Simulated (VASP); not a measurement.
# HfBF (P4/nmm) in VASP: further runs, part 2 of 2

VASP 6.6.1. The steps go on from the part before.

### 3 Relaxation of cell and atoms, PBE

This run uses another cell than the first one, of 13.75 Å³/atom.

INCAR

```
ALGO = Fast
EDIFF = 1E-7
EDIFFG = -0.04
ENCUT = 600
GGA = PE
IBRION = 2
ISIF = 3
ISMEAR = 0
LASPH = T
LCHARG = F
LREAL = F
LWAVE = F
NELM = 100
NSW = 90
PREC = Accurate
SIGMA = 0.1
```

KPOINTS

```
k-points
0
Gamma
  6 6 4
```

POSCAR

```
HfBF
1.0
    3.5164517100      0.0000000000      0.0000000000
    0.0000000000      3.5164517100      0.0000000000
    0.0000000000      0.0000000000      6.6712576900
Hf B F
2 2 2
Direct
    0.5000000000      0.5000000000      0.0000000000
    0.0000000000      0.0000000000      0.0000000000
    0.5000000000      0.0000000000      0.2480859800
    0.0000000000      0.5000000000      0.7519140200
    0.0000000000      0.5000000000      0.3474483500
    0.5000000000      0.0000000000      0.6525516500
```

Potentials or basis: VASP PAW PBE potentials, release 64 (Hf_pv, B, F).

Command:

```
> cat potpaw_PBE.64/Hf_pv/POTCAR potpaw_PBE.64/B/POTCAR potpaw_PBE.64/F/POTCAR > POTCAR
> mpirun -np 1 vasp_std > vasp.out
```

OUTCAR:

```text
EDIFF = 1E-7
   EDIFFG = -0.04
   ENCUT = 600
   GGA = PE
   IBRION = 2
   ISIF = 3
   ISMEAR = 0
   LASPH = T
   LREAL = F
   NELM = 100
   NSW = 90
   PREC = Accurate

 ion  position               nearest neighbor table
   1  0.500  0.500  0.000-   3 2.41   4 2.41   3 2.41   4 2.41   2 2.49   2 2.49   2 2.49   2 2.49

   2  0.000  0.000  0.000-   3 2.41   4 2.41   4 2.41   3 2.41   1 2.49   1 2.49   1 2.49   1 2.49

   3  0.500  0.000  0.248-   1 2.41   2 2.41   1 2.41   2 2.41
   4  0.000  0.500  0.752-   1 2.41   2 2.41   2 2.41   1 2.41
   5  0.000  0.500  0.347-
   6  0.500  0.000  0.653-

  LATTYP: Found a simple tetragonal cell.
 ALAT       =     3.5164517100
 C/A-ratio  =     1.8971560653

  Lattice vectors:

 A1 = (   3.5164517100,   0.0000000000,   0.0000000000)
 A2 = (   0.0000000000,   3.5164517100,   0.0000000000)
 A3 = (   0.0000000000,   0.0000000000,   6.6712576900)

Analysis of symmetry for initial positions (statically):
=====================================================================
 Subroutine PRICEL returns:
 Original cell was already a primitive cell.

 Routine SETGRP: Setting up the symmetry group for a
 simple tetragonal supercell.

 Subroutine GETGRP returns: Found 16 space group operations
 (whereof  8 operations were pure point group operations)
 out of a pool of 16 trial point group operations.

The static configuration has the point symmetry D_2d.
 The point group associated with its full space group is D_4h.

Analysis of symmetry for dynamics (positions and initial velocities):
=====================================================================
 Subroutine PRICEL returns:
 Original cell was already a primitive cell.

 Routine SETGRP: Setting up the symmetry group for a
 simple tetragonal supercell.

 Subroutine GETGRP returns: Found 16 space group operations
[... 122 lines left out ...]
   PSTRESS=    0.0 pullay stress
   NELECT =      40.0000    total number of electrons
   NUPDOWN=      -1.0000    fix difference up-down
   EMIN   =  10.00;   EMAX   =-10.00  energy-range for DOS
   EFERMI =   0.00;   METHOD = LEGACY
   ISMEAR =     0;   SIGMA  =   0.10  broadening in eV -4-tet -1-fermi 0-gaus
   EFERMI_NEDOS =   21; number of points for ismear=-14 and -15
   IALGO  =     68    algorithm
   IMIX   =      4    mixing-type and parameters
     AMIX     =   0.40;   BMIX     =  1.00
     AMIX_MAG =   1.60;   BMIX_MAG =  1.00
  volume/ion in A,a.u.               =      13.75        92.78
  Fermi-wavevector in a.u.,A,eV,Ry     =   1.286143  2.430457 22.506254  1.654163
  Thomas-Fermi vector in A             =   2.418235
   LORBIT       =      0    0 simple, 1 ext, 2 COOP (PROOUT), +10 PAW based schemes
   GGA     = PE    functional components
   LHFCALC =     F    Hartree Fock is set to
   AEXX    =    0.0000 exact exchange contribution
   IVDW    =     0    specifies the selected vdW correction
   LEPSILON=     F    determine dielectric tensor
   LRPA    =     F    only Hartree local field effects (RPA)
 conjugate gradient relaxation of ions
 non-spin polarized calculation
 RMM-DIIS sequential band-by-band and
 Gauss-broadening in eV      SIGMA  =   0.10
  energy-cutoff  :      600.00
  volume of cell :       82.49
 maximum number of plane-waves:      2788
   NGX = 15   NGY = 15   NGZ = 27

--------------------------------------- Ionic step        1  -------------------------------------------

 number of electron      40.0000010 magnetization

 Free energy of the ion-electron system (eV)
  ---------------------------------------------------
  ext. energy  EPLUGINS =         0.00000000
  ---------------------------------------------------
  free energy    TOTEN  =       -31.17110381 eV

  energy without entropy =      -31.15081384  energy(sigma->0) =      -31.16095882

------------------------ aborting loop because EDIFF is reached ----------------------------------------

  FORCE on cell =-STRESS in cart. coord.  units (eV):
  Direction    XX          YY          ZZ          XY          YZ          ZX
  --------------------------------------------------------------------------------------
  -------------------------------------------------------------------------------------
  Total       19.5868334     19.5868334     -8.3511961      0.0000000      0.0000000      0.0000000
  in kB      380.4151282    380.4151282   -162.1967809      0.0000000      0.0000000      0.0000000
  external PRESSURE =     199.5444918 kB  Pullay stress =       0.0000000 kB
[... 1416 lines left out ...]
     23       5.6684      0.00000
     24       5.7719      0.00000

 [... further k-points ...]

[... ionic steps 4 to 21 ...]

--------------------------------------- Ionic step       22  -------------------------------------------

 number of electron      40.0000043 magnetization

------------------------ aborting loop because EDIFF is reached ----------------------------------------
[... 75 lines left out ...]
--------------------------------------- Ionic step       24  -------------------------------------------

 number of electron      40.0000047 magnetization

 Free energy of the ion-electron system (eV)
  ---------------------------------------------------
  ext. energy  EPLUGINS =         0.00000000
  ---------------------------------------------------
  free energy    TOTEN  =       -39.92437124 eV

  energy without entropy =      -39.90302096  energy(sigma->0) =      -39.91369610

 E-fermi :   4.4732     XC(G=0): -10.8668

 val. band max:        4.4669349868   @ k =   0.3333   0.1667   0.0000
 cond. band min:       4.4945288168   @ k =   0.3333   0.3333   0.0000
 fundamental gap:      0.0275938300
 Fermi energy:         4.4732426116
[... 681 lines left out ...]
  FREE ENERGIE OF THE ION-ELECTRON SYSTEM (eV)
  ---------------------------------------------------
  free  energy   TOTEN  =       -39.9243712435 eV

  energy  without entropy=      -39.9030209571  energy(sigma->0) =      -39.91369610

 reached required accuracy - stopping structural energy minimisation
```

It took 32 min on 1 thread of Oxide Virtual Turin-like, shared host; peak memory 0.22 GiB.

What came out:

* Free energy: -39.9244 eV
* Relaxed volume: 13.44 Å³/atom
* Relaxed cell: a = 4.390 Å, b = 4.390 Å, c = 4.184 Å, α = 90.00°, β = 90.00°, γ = 90.00°
* Space group after relaxing (to 0.1 Å): P4/nmm (No. 129)
* Pressure after relaxing: 0.0 GPa
* Largest force after relaxing: 0.026 eV/Å
* Band gap on the k mesh: zero (bands 20 and 21 overlap by 0.23 eV)

Forces in eV/Å, atoms in the order of the input:
```
Hf   0.000  0.000  0.000
Hf   0.000  0.000  0.000
B    0.000  0.000  0.026
B    0.000  0.000 -0.026
F    0.000  0.000  0.002
F    0.000  0.000 -0.002
```

Final structure:
```
Hf B F
1.0
     4.38994    0.00000    0.00000
     0.00000    4.38994    0.00000
     0.00000    0.00000    4.18397
Hf B F
2 2 2
Direct
  0.50000 0.50000 0.00000
  0.00000 0.00000 0.00000
  0.50000 0.00000 0.26430
  0.00000 0.50000 0.73570
  0.00000 0.50000 0.36346
  0.50000 0.00000 0.63654
```

Levels at points of the mesh, in eV from the Fermi level:
```tsv
k point	band 16	band 17	band 18	band 19	band 20	band 21	band 22	band 23	band 24
(0.00, 0.00, 0.00)	-5.42	-1.12	-1.12	-1.06	-0.63	0.42	0.42	0.61	4.66
(0.50, 0.00, 0.00)	-5.12	-0.98	-0.98	-0.90	-0.90	0.92	0.92	1.85	1.85
(0.50, 0.50, 0.00)	-4.41	-1.98	-1.98	0.15	0.15	0.58	0.58	2.34	2.34
(0.00, 0.00, 0.50)	-4.06	-0.92	-0.43	-0.43	0.06	0.24	0.24	1.39	3.49
(0.50, 0.00, 0.50)	-3.84	-1.65	-1.65	-0.90	-0.90	1.18	1.18	2.06	2.06
(0.50, 0.50, 0.50)	-3.76	-2.98	-2.98	-0.57	-0.57	1.48	1.48	2.46	2.46
```

Caveat: a cell axis changed by over 15 % at a fixed basis, so the end point is rough; spin-orbit coupling is left out, which moves the levels of the heavy elements.

### 4 Relaxation of cell and atoms, PBE

INCAR

```
SYSTEM = HfBF
ALGO = Fast
EDIFF = 1E-6
EDIFFG = -0.01
ENCUT = 600
GGA = PE
IBRION = 2
ISIF = 3
ISMEAR = 0
LASPH = .True.
LCHARG = .False.
LREAL = .False.
LWAVE = .False.
NELM = 100
NSW = 100
PREC = Accurate
SIGMA = 0.1
```

KPOINTS

```
k-points
0
Gamma
  8 8 10
  0 0 0
```

POSCAR

```
HfBF
1.0
    4.4470064272      0.0000000000      0.0000000000
    0.0000000000      4.4470064272      0.0000000000
    0.0000000000      0.0000000000      4.2244259657
Hf B F
2 2 2
Direct
    0.5000000000      0.5000000000      0.0000000000
    0.0000000000      0.0000000000      0.0000000000
    0.5000000000      0.0000000000      0.2552868742
    0.0000000000      0.5000000000      0.7447131258
    0.0000000000      0.5000000000      0.3782523770
    0.5000000000      0.0000000000      0.6217476230
```

Potentials or basis: VASP PAW PBE potentials, release 64 (Hf_pv, B, F).

Command:

```
> cat potpaw_PBE.64/Hf_pv/POTCAR potpaw_PBE.64/B/POTCAR potpaw_PBE.64/F/POTCAR > POTCAR
> mpirun -np 1 vasp_std > vasp.out
```

OUTCAR:

```text
SYSTEM = HfBF
   EDIFF = 1E-6
   EDIFFG = -0.01
   ENCUT = 600
   GGA = PE
   IBRION = 2
   ISIF = 3
   ISMEAR = 0
   LASPH = .True.
   LREAL = .False.
   NELM = 100
   NSW = 100
   PREC = Accurate

 ion  position               nearest neighbor table
   1  0.500  0.500  0.000-   3 2.47   4 2.47   3 2.47   4 2.47   5 2.74   6 2.74   6 2.74   5 2.74
                             2 3.14   2 3.14   2 3.14   2 3.14
   2  0.000  0.000  0.000-   3 2.47   4 2.47   4 2.47   3 2.47   5 2.74   5 2.74   6 2.74   6 2.74
                             1 3.14   1 3.14   1 3.14   1 3.14
   3  0.500  0.000  0.255-   6 1.55   2 2.47   1 2.47   1 2.47   2 2.47
   4  0.000  0.500  0.745-   5 1.55   2 2.47   1 2.47   2 2.47   1 2.47
   5  0.000  0.500  0.378-   4 1.55   2 2.74   1 2.74   2 2.74   1 2.74
   6  0.500  0.000  0.622-   3 1.55   2 2.74   1 2.74   1 2.74   2 2.74

  LATTYP: Found a simple tetragonal cell.
 ALAT       =     4.4470064272
 C/A-ratio  =     0.9499482483

  Lattice vectors:

 A1 = (   4.4470064272,   0.0000000000,   0.0000000000)
 A2 = (   0.0000000000,   4.4470064272,   0.0000000000)
 A3 = (   0.0000000000,   0.0000000000,   4.2244259657)

Analysis of symmetry for initial positions (statically):
=====================================================================
 Subroutine PRICEL returns:
[... 299 lines left out ...]

  energy  without entropy=      -40.0678717586  energy(sigma->0) =      -40.07728616

[... ionic steps 4 to 16 ...]

--------------------------------------- Ionic step       17  -------------------------------------------

 number of electron      39.9999991 magnetization

------------------------ aborting loop because EDIFF is reached ----------------------------------------
[... 75 lines left out ...]
--------------------------------------- Ionic step       19  -------------------------------------------

 number of electron      39.9999985 magnetization

 Free energy of the ion-electron system (eV)
  ---------------------------------------------------
  ext. energy  EPLUGINS =         0.00000000
  ---------------------------------------------------
  free energy    TOTEN  =       -40.10215030 eV

  energy without entropy =      -40.09171945  energy(sigma->0) =      -40.09693488

 E-fermi :   4.6123     XC(G=0): -10.9848

 val. band max:        4.6109822433   @ k =   0.0000   0.0000   0.4000
 cond. band min:       4.6164189324   @ k =   0.1250   0.0000   0.4000
 fundamental gap:      0.0054366891
 Fermi energy:         4.6123034382

 k-point     1 :       0.0000    0.0000    0.0000
  band No.  band energies     occupation
      1     -26.4376      2.00000
      2     -26.3795      2.00000
      3     -26.3795      2.00000
      4     -26.3171      2.00000
      5     -25.9687      2.00000
      6     -25.9687      2.00000
[... 637 lines left out ...]
     23       6.8346      0.00000
     24       6.8346      0.00000

 [... further k-points ...]

------------------------ aborting loop because EDIFF is reached ----------------------------------------

  FORCE on cell =-STRESS in cart. coord.  units (eV):
  Direction    XX          YY          ZZ          XY          YZ          ZX
  --------------------------------------------------------------------------------------
  -------------------------------------------------------------------------------------
  Total       -0.0216726     -0.0216726     -0.0032771      0.0000000      0.0000000      0.0000000
  in kB       -0.4348591     -0.4348591     -0.0657538      0.0000000      0.0000000      0.0000000
  external PRESSURE =      -0.3118240 kB  Pullay stress =       0.0000000 kB
[... 21 lines left out ...]
  FREE ENERGIE OF THE ION-ELECTRON SYSTEM (eV)
  ---------------------------------------------------
  free  energy   TOTEN  =       -40.1021503043 eV

  energy  without entropy=      -40.0917194527  energy(sigma->0) =      -40.09693488

 reached required accuracy - stopping structural energy minimisation
```

It took 49 min on 1 thread of Oxide Virtual Turin-like, shared host; peak memory 0.35 GiB.

Results:

- Free energy: -40.1022 eV
- Relaxed volume: 13.31 Å³/atom
- Relaxed cell: a = 4.441 Å, b = 4.441 Å, c = 4.048 Å, α = 90.00°, β = 90.00°, γ = 90.00°
- Space group after relaxing (to 0.1 Å): P4/nmm (No. 129)
- Energy gained by relaxing: 3.0 meV/atom
- Ionic steps: 19
- Pressure after relaxing: 0.0 GPa
- Largest force after relaxing: 0.006 eV/Å
- Band gap on the k mesh: zero (bands 20 and 21 overlap by 0.35 eV)

Forces on the atoms (eV/Å):
```
Hf   0.000  0.000  0.000
Hf   0.000  0.000  0.000
B    0.000  0.000  0.006
B    0.000  0.000 -0.006
F    0.000  0.000  0.005
F    0.000  0.000 -0.005
```

Step by step:
```
step  energy change (eV)  largest force (eV/Å)  pressure (GPa)  volume (Å³)
   1              0.0000                0.1356           -0.56        83.54
   2             -0.0027                0.0417            0.15        82.95
   3             -0.0027                0.0515            0.05        83.01
   4             -0.0027                0.0494            0.06        83.00
   5             -0.0030                0.0351           -0.01        83.03
   6             -0.0035                0.0548           -0.36        83.11
   7             -0.0037                0.0548           -0.34        83.09
   8             -0.0040                0.0552           -0.32        83.03
   9             -0.0047                0.0558           -0.26        82.90
  10             -0.0060                0.0589           -0.15        82.65
  11             -0.0079                0.0718            0.06        82.14
  12             -0.0096                0.1198            0.54        81.12
  13             -0.0101                0.1201            0.51        81.07
  14             -0.0113                0.1228            0.40        80.93
  15             -0.0134                0.1316            0.17        80.65
  16             -0.0144                0.1585           -0.26        80.08
  17             -0.0146                0.1478           -0.12        80.29
  18             -0.0161                0.1128           -0.08        80.18
  19             -0.0182                0.0062           -0.03        79.85
```

Final structure:
```
Hf B F
1.0
     4.44132    0.00000    0.00000
     0.00000    4.44132    0.00000
     0.00000    0.00000    4.04809
Hf B F
2 2 2
Direct
  0.50000 0.50000 0.00000
  0.00000 0.00000 0.00000
  0.50000 0.00000 0.28426
  0.00000 0.50000 0.71574
  0.00000 0.50000 0.33394
  0.50000 0.00000 0.66606
```

Caveat: spin-orbit coupling is left out, which moves the levels of the heavy elements.

### 5 The runs side by side

| task | cell | k mesh | cutoff (eV) | gap on the mesh (eV) | pressure (GPa) | relaxed volume (Å³/atom) | largest force (eV/Å) |
| --- | --- | --- | --- | --- | --- | --- | --- |
| single point | a = 4.445, b = 4.445, c = 4.228 Å, 6 atoms, atomic positions A | 8 × 8 × 10 | 520 | none | -0.5 | - | 0.13 |
| relaxation of cell and atoms | relaxed from a = 3.516, b = 3.516, c = 6.671 Å, 6 atoms, atomic positions B | 6 × 6 × 4 | 600 | none | 0.0 | 13.44 | 0.03 |
| relaxation of cell and atoms | relaxed from a = 4.447, b = 4.447, c = 4.224 Å, 6 atoms, atomic positions C | 8 × 8 × 10 | 600 | none | 0.0 | 13.31 | 0.01 |

Alike in all rows: level PBE; potentials or basis VASP PAW PBE potentials, release 64 (Hf_pv, B, F); no spin polarisation; smearing gaussian 0.1 eV.

Caveats: spin-orbit coupling is left out, which moves the levels of the heavy elements; a cell axis changed by over 15 % at a fixed basis, so the end point is rough (at least some runs).

Total energies depend on the potentials used, so only differences within one code and one set of settings carry meaning.

The gap in the log of VASP goes by the Fermi energy; the results here count the filled bands.